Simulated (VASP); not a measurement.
# TaN (I4/mmm) in VASP: single point with PBE

Aim: the single point of TaN with PBE.

Everything below comes from runs of VASP 6.6.1. Logs are shortened: lines on timing, memory, paths and dates and some standing lists are left out, and cuts for length are marked.

## (1) The cell of the first run

The structure is tetragonal, space group I4/mmm (No. 139). The conventional cell has a = 3.082 Å, b = 3.082 Å, c = 4.467 Å, α = 90.00°, β = 90.00°, γ = 90.00°. Ta (site symmetry 4/mmm) has 6 N at 2.18 to 2.23 Å within 2.9 Å. Within 2.9 Å of N (site symmetry 4/mmm) lie 6 Ta at 2.18 to 2.23 Å.

## (2) Single point, PBE (strain +0.000 along x and y, +0.025 along z)

The input, INCAR:

```
PREC = Accurate
ENCUT = 600
EDIFF = 1E-6
ISMEAR = 0
SIGMA = 0.15
LREAL = False
LASPH = True
NELM = 120
ALGO = Normal
ISIF = 2
LWAVE = False
LCHARG = False
GGA = PE
NBANDS = 15
GGA_COMPAT = False
```

The input, KPOINTS:

```
Automatic mesh
0
Gamma
  18 18 18
```

The input, POSCAR:

```
TaN
1.0
    0.0000000000      2.1790000000      2.2334750000
    2.1790000000      0.0000000000      2.2334750000
    2.1790000000      2.1790000000      0.0000000000
Ta N
1 1
Direct
    0.5000000000      0.5000000000      0.5000000000
    0.0000000000      0.0000000000      0.0000000000
```

Potentials or basis: VASP PAW PBE potentials, release 64 (Ta_pv, N).

Run with:

```sh
cat potpaw_PBE.64/Ta_pv/POTCAR potpaw_PBE.64/N/POTCAR > POTCAR
mpirun -np 1 vasp_std > vasp.out
```

OUTCAR:

```text
PREC = Accurate
   ENCUT = 600
   EDIFF = 1E-6
   ISMEAR = 0
   LREAL = False
   LASPH = True
   NELM = 120
   ISIF = 2
   GGA = PE

 ion  position               nearest neighbor table
   1  0.500  0.500  0.500-   2 2.18   2 2.18   2 2.18   2 2.18   2 2.23   2 2.23
   2  0.000  0.000  0.000-   1 2.18   1 2.18   1 2.18   1 2.18   1 2.23   1 2.23

  LATTYP: Found a body centered tetragonal cell.
 ALAT       =     3.0815713524
 C/A-ratio  =     1.4495689014

  Lattice vectors:

 A1 = (  -2.1790000000,   0.0000000000,   2.2334750000)
 A2 = (   2.1790000000,   0.0000000000,   2.2334750000)
 A3 = (   0.0000000000,   2.1790000000,  -2.2334750000)

Analysis of symmetry for initial positions (statically):
=====================================================================
 Subroutine PRICEL returns:
 Original cell was already a primitive cell.

 Routine SETGRP: Setting up the symmetry group for a
 body centered tetragonal supercell.

 Subroutine GETGRP returns: Found 16 space group operations
 (whereof 16 operations were pure point group operations)
 out of a pool of 16 trial point group operations.

The static configuration has the point symmetry D_4h.

Analysis of symmetry for dynamics (positions and initial velocities):
=====================================================================
 Subroutine PRICEL returns:
 Original cell was already a primitive cell.

 Routine SETGRP: Setting up the symmetry group for a
 body centered tetragonal supercell.

 Subroutine GETGRP returns: Found 16 space group operations
 (whereof 16 operations were pure point group operations)
 out of a pool of 16 trial point group operations.

The dynamic configuration has the point symmetry D_4h.

 Subroutine INISYM returns: Found 16 space group operations
 (whereof 16 operations are pure point group operations),
 and found     1 'primitive' translations

----------------------------------------------------------------------------------------

                                     Primitive cell

  volume of cell :      21.2093

  direct lattice vectors                    reciprocal lattice vectors
     0.000000000  2.179000000  2.233475000    -0.229463056  0.229463056  0.223866397
     2.179000000  0.000000000  2.233475000     0.229463056 -0.229463056  0.223866397
     2.179000000  2.179000000  0.000000000     0.229463056  0.229463056 -0.223866397

  length of vectors
     3.120328761  3.120328761  3.081571352     0.394236924  0.394236924  0.394236924

  position of ions in fractional coordinates (direct lattice)
     0.500000000  0.500000000  0.500000000
     0.000000000  0.000000000  0.000000000

  ion indices of the primitive-cell ions
   primitive index   ion index
                 1           1
                 2           2

----------------------------------------------------------------------------------------

 KPOINTS: Automatic mesh

Automatic generation of k-mesh.
 Grid dimensions read from file:
 generate k-points for:   18   18   18

 Generating k-lattice:

  Cartesian coordinates                     Fractional coordinates (reciprocal lattice)
    -0.012747948  0.012747948  0.012437022     0.055555556 -0.000000000  0.000000000
     0.012747948 -0.012747948  0.012437022    -0.000000000  0.055555556  0.000000000
     0.012747948  0.012747948 -0.012437022     0.000000000  0.000000000  0.055555556

  Length of vectors
     0.021902051  0.021902051  0.021902051

  Shift w.r.t. Gamma in fractional coordinates (k-lattice)
     0.000000000  0.000000000  0.000000000

 Subroutine IBZKPT returns following result:
 ===========================================

 Found    480 irreducible k-points:

 Following reciprocal coordinates:
            Coordinates               Weight
  0.000000  0.000000  0.000000      1.000000
  0.055556  0.000000  0.000000      8.000000
  0.111111  0.000000  0.000000      8.000000
  0.166667  0.000000  0.000000      8.000000
  0.222222  0.000000  0.000000      8.000000
  0.277778  0.000000  0.000000      8.000000
[... 16 lines left out ...]
 -0.277778  0.055556  0.000000      8.000000
 -0.222222  0.055556  0.000000      8.000000
 [... further k-points ...]
   k-points           NKPTS =    480   k-points in BZ     NKDIM =    480   number of bands    NBANDS=     15
   number of dos      NEDOS =    301   number of ions     NIONS =      2
   total plane-waves  NPLWV =  21952
   dimension x,y,z NGX =    28 NGY =   28 NGZ =   28
   dimension x,y,z NGXF=    56 NGYF=   56 NGZF=   56
   ions per type =               1   1
   NGX,Y,Z   is equivalent  to a cutoff of  14.92, 14.92, 15.11 a.u.
   NGXF,Y,Z  is equivalent  to a cutoff of  29.84, 29.84, 30.21 a.u.
 SYSTEM =  unknown system
   PREC   = accura    normal or accurate (medium, high low for compatibility)
   ISTART =      0    job   : 0-new  1-cont  2-samecut
   ICHARG =      2    charge: 1-file 2-atom 10-const
   ISPIN  =      1    spin polarized calculation?
   LNONCOLLINEAR =      F non collinear calculations
   LSORBIT =      F    spin-orbit coupling
   LASPH  =      T    aspherical Exc in radial PAW
   ENCUT  =  600.0 eV  44.10 Ry    6.64 a.u.   6.23  6.23  6.15*2*pi/ulx,y,z
   NELM   =    120;   NELMIN=  2; NELMDL= -5     # of ELM steps
   EDIFF  = 0.1E-05   stopping-criterion for ELM
   LREAL  =      F    real-space projection
   EDIFFG = 0.1E-04   stopping-criterion for IOM
   NSW    =      0    number of steps for IOM
   IBRION =     -1    ionic relax: 0-MD 1-quasi-New 2-CG
   NFREE  =      0    steps in history (QN), initial steepest desc. (CG)
   ISIF   =      2    stress and relaxation
   ISYM   =      2    0-nonsym 1-usesym 2-fastsym
   POTIM  = 0.5000    time-step for ionic-motion
   TEBEG  =    0.0;   TEEND  =   0.0 temperature during run
   PSTRESS=    0.0 pullay stress
   NELECT =      16.0000    total number of electrons
   NUPDOWN=      -1.0000    fix difference up-down
   EMIN   =  10.00;   EMAX   =-10.00  energy-range for DOS
   EFERMI =   0.00;   METHOD = LEGACY
   ISMEAR =     0;   SIGMA  =   0.15  broadening in eV -4-tet -1-fermi 0-gaus
   EFERMI_NEDOS =   21; number of points for ismear=-14 and -15
   IALGO  =     38    algorithm
   IMIX   =      4    mixing-type and parameters
     AMIX     =   0.40;   BMIX     =  1.00
     AMIX_MAG =   1.60;   BMIX_MAG =  1.00
  volume/ion in A,a.u.               =      10.60        71.56
  Fermi-wavevector in a.u.,A,eV,Ry     =   1.490298  2.816254 30.218358  2.220987
  Thomas-Fermi vector in A             =   2.603097
   LORBIT       =      0    0 simple, 1 ext, 2 COOP (PROOUT), +10 PAW based schemes
   GGA     = PE    functional components
   LHFCALC =     F    Hartree Fock is set to
   AEXX    =    0.0000 exact exchange contribution
   IVDW    =     0    specifies the selected vdW correction
   LEPSILON=     F    determine dielectric tensor
   LRPA    =     F    only Hartree local field effects (RPA)
 non-spin polarized calculation
 Gauss-broadening in eV      SIGMA  =   0.15
  energy-cutoff  :      600.00
  volume of cell :       21.21
 maximum number of plane-waves:       725
 NGX is ok and might be reduce to    28
   NGX = 13   NGY = 13   NGZ = 13

 number of electron      16.0000000 magnetization

 Free energy of the ion-electron system (eV)
  ---------------------------------------------------
  ext. energy  EPLUGINS =         0.00000000
  ---------------------------------------------------
  free energy    TOTEN  =       -21.81088966 eV

  energy without entropy =      -21.80134209  energy(sigma->0) =      -21.80611587

 E-fermi :   9.5877     XC(G=0): -13.4508

 val. band max:        9.5875903602   @ k =  -0.3333   0.3889   0.2222
 cond. band min:       9.5916539499   @ k =   0.2222   0.1667   0.0556
 fundamental gap:      0.0040635897
 Fermi energy:         9.5876988656

 k-point     1 :       0.0000    0.0000    0.0000
  band No.  band energies     occupation
      1     -26.2045      2.00000
      2     -26.1859      2.00000
      3     -26.1859      2.00000
      4      -9.3140      2.00000
      5       5.6706      2.00000
      6       5.7746      2.00000
      7       5.7746      2.00000
      8       7.2678      2.00000
      9       7.5677      2.00000
     10       7.5677      2.00000
     11       9.3471      1.97671
     12       9.8152      0.03193
     13      11.2512      0.00000
     14      18.9895      0.00000
     15      21.9525      0.00000

 k-point     2 :       0.0556    0.0000    0.0000
  band No.  band energies     occupation
      1     -26.2231      2.00000
      2     -26.1985      2.00000
      3     -26.1879      2.00000
      4      -9.2383      2.00000
      5       5.3031      2.00000
      6       5.4412      2.00000
      7       5.5023      2.00000
      8       7.4394      2.00000
      9       7.6850      2.00000
     10       7.7249      2.00000
     11       9.6573      0.51139
     12      10.1349      0.00000
     13      11.4852      0.00000
     14      19.2243      0.00000
     15      21.9524      0.00000

 k-point     3 :       0.1111    0.0000    0.0000
  band No.  band energies     occupation
      1     -26.3007      2.00000
      2     -26.2098      2.00000
      3     -26.1938      2.00000
      4      -9.0177      2.00000
      5       4.4313      2.00000
      6       4.8225      2.00000
      7       4.8997      2.00000
      8       7.7819      2.00000
      9       7.9710      2.00000
     10       8.0020      2.00000
     11      10.4352      0.00000
     12      10.9385      0.00000
     13      12.1017      0.00000
     14      19.8862      0.00000
     15      21.9522      0.00000
[... 343 lines left out ...]
 k-point    23 :      -0.2778    0.0556    0.0000
  band No.  band energies     occupation
      1     -26.7656      2.00000
      2     -26.2919      2.00000
      3     -26.2186      2.00000
      4      -7.5030      2.00000
      5       1.0523      2.00000
      6       2.6882      2.00000
      7       2.9617      2.00000
      8       9.1093      1.99999
      9       9.4686      1.73837
     10      10.3966      0.00000
     11      12.9788      0.00000
     12      15.1210      0.00000
     13      15.3463      0.00000
     14      21.8765      0.00000
     15      22.0737      0.00000

 k-point    24 :      -0.2222    0.0556    0.0000
  band No.  band energies     occupation
      1     -26.6232      2.00000
      2     -26.2745      2.00000
      3     -26.2063      2.00000
      4      -8.0012      2.00000
      5       1.9459      2.00000
      6       3.1593      2.00000
      7       3.4848      2.00000
      8       8.6703      2.00000
      9       8.8524      2.00000
     10       9.6815      0.37665
     11      11.9406      0.00000
     12      14.2186      0.00000
     13      14.4997      0.00000
     14      21.9327      0.00000
     15      22.0779      0.00000

 [... further k-points ...]
[... 5 lines left out ...]
  --------------------------------------------------------------------------------------
  -------------------------------------------------------------------------------------
  Total        1.5170421      1.5170421     -0.4033736      0.0000000      0.0000000      0.0000000
  in kB      114.5994830    114.5994830    -30.4714085      0.0000000      0.0000000      0.0000000
  external PRESSURE =      66.2425192 kB  Pullay stress =       0.0000000 kB

 VOLUME and BASIS-vectors are now :
 -----------------------------------------------------------------------------
  energy-cutoff  :      600.00
  volume of cell :       21.21
      direct lattice vectors                 reciprocal lattice vectors
     0.000000000  2.179000000  2.233475000    -0.229463056  0.229463056  0.223866397
     2.179000000  0.000000000  2.233475000     0.229463056 -0.229463056  0.223866397
     2.179000000  2.179000000  0.000000000     0.229463056  0.229463056 -0.223866397

 POSITION                                       TOTAL-FORCE (eV/Angst)
 -----------------------------------------------------------------------------------
      2.17900      2.17900      2.23347         0.000000     -0.000000      0.000000
      0.00000      0.00000      0.00000        -0.000000      0.000000      0.000000
 -----------------------------------------------------------------------------------
    total drift:                                0.000000      0.000000      0.000000

  FREE ENERGIE OF THE ION-ELECTRON SYSTEM (eV)
  ---------------------------------------------------
  free  energy   TOTEN  =       -21.8108896617 eV

  energy  without entropy=      -21.8013420851  energy(sigma->0) =      -21.80611587
```

It used 370 s of CPU time on 1 thread of AMD EPYC 7R13 Processor (Zen 3) (shared host).

Results:

```yaml
Free_energy: -21.8109 eV
Pressure: 6.6 GPa
Band_gap_on_the_k_mesh: zero (band 8 reaches 11.40 eV, above the bottom of band 9 at 7.57 eV)
```

Levels at points of the mesh, in eV from the Fermi level:
| k point | band 6 | band 7 | band 8 | band 9 | band 10 | band 11 |
| --- | --- | --- | --- | --- | --- | --- |
| (0.00, 0.00, 0.00) | -3.81 | -3.81 | -2.32 | -2.02 | -2.02 | -0.24 |
| (0.50, 0.00, 0.00) | -7.62 | -7.61 | 1.82 | 1.93 | 2.07 | 3.81 |
| (0.50, 0.50, 0.00) | -5.47 | -4.58 | -4.58 | 2.11 | 3.54 | 3.54 |
| (0.50, 0.00, 0.50) | -5.51 | -4.74 | -4.65 | 2.08 | 3.38 | 3.72 |

Caveat: the cell differs from its parent crystal (strain +0.000 along x and y, +0.025 along z); spin-orbit coupling is left out, which moves the levels of the heavy elements.
